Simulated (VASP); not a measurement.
# Pt (Fm-3m) in VASP: single point with PBE

Aim: the single point of Pt with PBE.

Program: VASP 6.6.1. These are calculated values, not measurements. Logs are shortened: lines on timing, memory, paths and dates and some standing lists are left out, and cuts for length are marked.

## (1) The cell of the first run

Symmetry: Fm-3m, No. 225, cubic system. Conventional cell: a = 3.967 Å, b = 3.967 Å, c = 3.967 Å, α = 90.00°, β = 90.00°, γ = 90.00°. Within 3.7 Å of Pt (site symmetry m-3m) lie 12 Pt at 2.81 Å.

## (2) Single point, PBE

INCAR reads:

```
ALGO = Normal ; EDIFF = 1E-6
ENCUT = 500 ; GGA = PE
GGA_COMPAT = F ; ISIF = 2
ISMEAR = 0 ; LASPH = T
LCHARG = F ; LREAL = F
LWAVE = F ; NBANDS = 11
NELM = 120 ; PREC = Accurate
SIGMA = 0.1
```

KPOINTS reads:

```
k-points
0
Gamma
  8 8 8
```

POSCAR reads:

```
Pt
1.0
    0.0000000000      1.9836070085      1.9836070085
    1.9836070085      0.0000000000      1.9836070085
    1.9836070085      1.9836070085      0.0000000000
Pt
1
Direct
    0.0000000000      0.0000000000      0.0000000000
```

Potentials or basis: VASP PAW PBE potentials, release 64 (Pt).

The run is started by

```console
> cat potpaw_PBE.64/Pt/POTCAR > POTCAR
> mpirun -np 1 vasp_std > vasp.out
```

OUTCAR:

```text
EDIFF = 1E-6
   ENCUT = 500
   GGA = PE
   ISIF = 2
   ISMEAR = 0
   LASPH = T
   LREAL = F
   NELM = 120
   PREC = Accurate

 ion  position               nearest neighbor table
   1  0.000  0.000  0.000-

  LATTYP: Found a face centered cubic cell.
 ALAT       =     3.9672140170

  Lattice vectors:

 A1 = (   0.0000000000,   1.9836070085,   1.9836070085)
 A2 = (   1.9836070085,   0.0000000000,   1.9836070085)
 A3 = (   1.9836070085,   1.9836070085,   0.0000000000)

Analysis of symmetry for initial positions (statically):
=====================================================================
 Subroutine PRICEL returns:
 Original cell was already a primitive cell.

 Routine SETGRP: Setting up the symmetry group for a
 face centered cubic supercell.

 Subroutine GETGRP returns: Found 48 space group operations
[... 9 lines left out ...]

 Routine SETGRP: Setting up the symmetry group for a
 face centered cubic supercell.

 Subroutine GETGRP returns: Found 48 space group operations
[... 11 lines left out ...]
                                     Primitive cell

  volume of cell :      15.6098

  direct lattice vectors                    reciprocal lattice vectors
     0.000000000  1.983607008  1.983607008    -0.252066058  0.252066058  0.252066058
     1.983607008  0.000000000  1.983607008     0.252066058 -0.252066058  0.252066058
     1.983607008  1.983607008  0.000000000     0.252066058  0.252066058 -0.252066058

  length of vectors
     2.805243934  2.805243934  2.805243934     0.436591220  0.436591220  0.436591220

  position of ions in fractional coordinates (direct lattice)
     0.000000000  0.000000000  0.000000000

  ion indices of the primitive-cell ions
   primitive index   ion index
                 1           1

----------------------------------------------------------------------------------------

 KPOINTS: k-points

Automatic generation of k-mesh.
 Grid dimensions read from file:
 generate k-points for:    8    8    8

 Generating k-lattice:

  Cartesian coordinates                     Fractional coordinates (reciprocal lattice)
    -0.031508257  0.031508257  0.031508257     0.125000000  0.000000000  0.000000000
     0.031508257 -0.031508257  0.031508257     0.000000000  0.125000000  0.000000000
     0.031508257  0.031508257 -0.031508257     0.000000000  0.000000000  0.125000000
[... 52 lines left out ...]
   LNONCOLLINEAR =      F non collinear calculations
   LSORBIT =      F    spin-orbit coupling
   LASPH  =      T    aspherical Exc in radial PAW
   ENCUT  =  500.0 eV  36.75 Ry    6.06 a.u.   5.11  5.11  5.11*2*pi/ulx,y,z
   NELM   =    120;   NELMIN=  2; NELMDL= -5     # of ELM steps
   EDIFF  = 0.1E-05   stopping-criterion for ELM
   LREAL  =      F    real-space projection
   EDIFFG = 0.1E-04   stopping-criterion for IOM
   NSW    =      0    number of steps for IOM
   IBRION =     -1    ionic relax: 0-MD 1-quasi-New 2-CG
   NFREE  =      0    steps in history (QN), initial steepest desc. (CG)
   ISIF   =      2    stress and relaxation
   ISYM   =      2    0-nonsym 1-usesym 2-fastsym
   POTIM  = 0.5000    time-step for ionic-motion
   TEBEG  =    0.0;   TEEND  =   0.0 temperature during run
   PSTRESS=    0.0 pullay stress
   NELECT =      10.0000    total number of electrons
   NUPDOWN=      -1.0000    fix difference up-down
   EMIN   =  10.00;   EMAX   =-10.00  energy-range for DOS
   EFERMI =   0.00;   METHOD = LEGACY
   ISMEAR =     0;   SIGMA  =   0.10  broadening in eV -4-tet -1-fermi 0-gaus
   EFERMI_NEDOS =   21; number of points for ismear=-14 and -15
   IALGO  =     38    algorithm
   IMIX   =      4    mixing-type and parameters
     AMIX     =   0.40;   BMIX     =  1.00
     AMIX_MAG =   1.60;   BMIX_MAG =  1.00
  volume/ion in A,a.u.               =      15.61       105.34
  Fermi-wavevector in a.u.,A,eV,Ry     =   1.411267  2.666908 27.098379  1.991675
  Thomas-Fermi vector in A             =   2.533136
   LORBIT       =      0    0 simple, 1 ext, 2 COOP (PROOUT), +10 PAW based schemes
   GGA     = PE    functional components
   LHFCALC =     F    Hartree Fock is set to
   AEXX    =    0.0000 exact exchange contribution
   IVDW    =     0    specifies the selected vdW correction
   LEPSILON=     F    determine dielectric tensor
   LRPA    =     F    only Hartree local field effects (RPA)
 non-spin polarized calculation
 Gauss-broadening in eV      SIGMA  =   0.10
  energy-cutoff  :      500.00
  volume of cell :       15.61
 maximum number of plane-waves:       415
   NGX = 11   NGY = 11   NGZ = 11

 number of electron      10.0000002 magnetization

 Free energy of the ion-electron system (eV)
  ---------------------------------------------------
  ext. energy  EPLUGINS =         0.00000000
  ---------------------------------------------------
  free energy    TOTEN  =        -6.08655652 eV

  energy without entropy =       -6.07702870  energy(sigma->0) =       -6.08179261

 E-fermi :  10.5406     XC(G=0): -13.2918

 val. band max:       10.4098061989   @ k =  -0.3750   0.3750   0.0000
 cond. band min:      10.5487025587   @ k =  -0.2500   0.1250   0.0000
 fundamental gap:      0.1388963598
 Fermi energy:        10.5406076362

 k-point     1 :       0.0000    0.0000    0.0000
  band No.  band energies     occupation
      1       0.7800      2.00000
      2       7.0020      2.00000
      3       7.0020      2.00000
      4       7.0020      2.00000
      5       9.0313      2.00000
      6       9.0313      2.00000
      7      25.3493      0.00000
      8      30.1182      0.00000
      9      30.1182      0.00000
     10      30.1182      0.00000
     11      35.3466      0.00000
[... 309 lines left out ...]
 k-point    24 :      -0.3750    0.2500    0.1250
  band No.  band energies     occupation
      1       4.8557      2.00000
      2       6.0442      2.00000
      3       7.3400      2.00000
      4       8.0486      2.00000
      5      10.3928      1.96336
      6      14.9353      0.00000
      7      15.9032      0.00000
      8      25.0051      0.00000
      9      25.4960      0.00000
     10      29.5824      0.00000
     11      36.4249      0.00000

 [... further k-points ...]
[... 5 lines left out ...]
  --------------------------------------------------------------------------------------
  -------------------------------------------------------------------------------------
  Total       -0.0589901     -0.0589901     -0.0589901      0.0000000      0.0000000     -0.0000000
  in kB       -6.0547064     -6.0547064     -6.0547064      0.0000000      0.0000000     -0.0000000
  external PRESSURE =      -6.0547064 kB  Pullay stress =       0.0000000 kB

 VOLUME and BASIS-vectors are now :
 -----------------------------------------------------------------------------
  energy-cutoff  :      500.00
  volume of cell :       15.61
      direct lattice vectors                 reciprocal lattice vectors
     0.000000000  1.983607008  1.983607008    -0.252066058  0.252066058  0.252066058
     1.983607008  0.000000000  1.983607008     0.252066058 -0.252066058  0.252066058
     1.983607008  1.983607008  0.000000000     0.252066058  0.252066058 -0.252066058

 POSITION                                       TOTAL-FORCE (eV/Angst)
 -----------------------------------------------------------------------------------
      0.00000      0.00000      0.00000         0.000000      0.000000      0.000000
 -----------------------------------------------------------------------------------
    total drift:                                0.000000      0.000000      0.000000

  FREE ENERGIE OF THE ION-ELECTRON SYSTEM (eV)
  ---------------------------------------------------
  free  energy   TOTEN  =        -6.0865565242 eV

  energy  without entropy=       -6.0770286999  energy(sigma->0) =       -6.08179261
```

stdout:

```text
POSCAR found type information on POSCAR Pt
 POSCAR found :  1 types and       1 ions
 scaLAPACK will be used
 LDA part: xc-table for (Slater+PW92), standard interpolation
 POSCAR, INCAR and KPOINTS ok, starting setup
 FFT: planning ... GRIDC
 FFT: planning ... GRID_SOFT
 FFT: planning ... GRID
 WAVECAR not read
 entering main loop
```

It took 4.4 s on 1 thread of Intel Xeon 6975P-C, shared host; peak memory 0.12 GiB.

Results:

* Free energy: -6.0866 eV
* Pressure: -0.6 GPa
* Band gap on the k mesh: zero (band 5 reaches 11.03 eV, above the bottom of band 6 at 8.94 eV)

Levels at points of the mesh, in eV from the Fermi level:
| k point | band 2 | band 3 | band 4 | band 5 | band 6 | band 7 | band 8 | band 9 |
| --- | --- | --- | --- | --- | --- | --- | --- | --- |
| (0.00, 0.00, 0.00) | -3.54 | -3.54 | -3.54 | -1.51 | -1.51 | 14.81 | 19.58 | 19.58 |
| (0.50, 0.00, 0.00) | -3.60 | -3.60 | -0.26 | 0.07 | 0.07 | 5.63 | 14.37 | 18.81 |
| (0.50, 0.50, 0.00) | -6.22 | 0.03 | 0.49 | 0.49 | 1.92 | 8.56 | 11.36 | 11.36 |

Caveat: spin-orbit coupling is left out, which moves the levels of the heavy elements.
